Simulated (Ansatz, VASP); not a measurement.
# Na3Zn2N in VASP and in Ansatz

```
CELL_PARAMETERS angstrom
3.77921 0.00000 0.00000
0.00000 3.77921 0.00000
0.00000 0.00000 8.55097
ATOMIC_POSITIONS crystal
Na 0.50000 0.50000 0.50000
Na 0.00000 0.00000 0.00000
Na 0.00000 0.00000 0.50000
Zn 0.00000 0.00000 0.78148
Zn 0.00000 0.00000 0.21852
N 0.50000 0.50000 0.00000
```

Alike in both runs: task single point; functional PBE; k mesh 4 × 4 × 2; occupations gaussian, width 0.1 eV; collinear spin.

```csv
,VASP,Ansatz
version,VASP 6.6.1,Ansatz 0.2.0
potentials or method,"VASP PAW PBE potentials, release 64 (Na_pv, Zn, N), cutoff 520 eV","scalar-relativistic, plane waves, PAW"
valence electrons in the cell,50,56
```

|  | VASP | Ansatz | Ansatz less VASP |
| --- | --- | --- | --- |
| gap on the k mesh at the Fermi level (eV) | none | none | - |
| pressure (GPa) | 12.5 | 12.1 | -0.38 |
| traceless stress, the component that is largest in VASP (GPa) | 29.55 | 28.86 | -0.682 |
| rms of the force components (eV/Å) | 1.913 | 1.842 | -0.0707 |
| net moment per atom (μB) | 0.17 | 0.17 | -0.003 |
| size of the moment on the site where the two differ most (μB) | 0.85 | 1.15 | +0.295 |

Site moments also hang on the region over which each program counts them. Atom by atom the forces differ by 0.071 eV/Å (rms over components). A gap of «none» marks a metal or a gap that the smearing closes. The functional is the same, so the differences come from potentials, cutoffs and numerics. VASP's potentials hold 50 valence electrons a cell and Ansatz's 56, so a difference there can come from the potentials and not from the codes.

The k mesh is coarse, so the values compare programs but aren't converged.
